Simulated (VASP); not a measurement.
Here is a VASP 6.6.1 calculation.

The input INCAR:

```
SYSTEM = LaBi
PREC = Accurate ; ENCUT = 520
EDIFF = 1E-6 ; ISMEAR = -1
SIGMA = 0.05 ; LREAL = .FALSE.
LASPH = .TRUE. ; NELM = 60
ALGO = Normal ; ISIF = 2
LWAVE = .FALSE. ; LCHARG = .FALSE.
NBANDS = 20
```

File KPOINTS:

```
regular mesh
0
G
  12 12 11
  0 0 0
```

POSCAR

```
LaBi
1.0
    2.9879367062      0.0000000000      0.0000000000
   -1.4939683531      2.5876290924      0.0000000000
    0.0000000000      0.0000000000      5.0110145576
La Bi
1 1
Direct
    0.0000000000      0.0000000000      0.0000000000
    0.3333333333      0.6666666667      0.5000000000
```

Potentials or basis: VASP PAW LDA potentials, release 64 (La, Bi_d).

The run is started by

```bash
$ cat potpaw_LDA.64/La/POTCAR potpaw_LDA.64/Bi_d/POTCAR > POTCAR
$ mpirun -np 1 vasp_std > vasp.out
```

(1) Estimate the band gap on the k mesh.

(2) Estimate the pressure.

Answers

(1) zero (band 13 reaches 16.85 eV, above the bottom of band 14 at 14.30 eV).

(2) 61.2 GPa.

Caveat: spin-orbit coupling is left out, which moves the levels of the heavy elements.
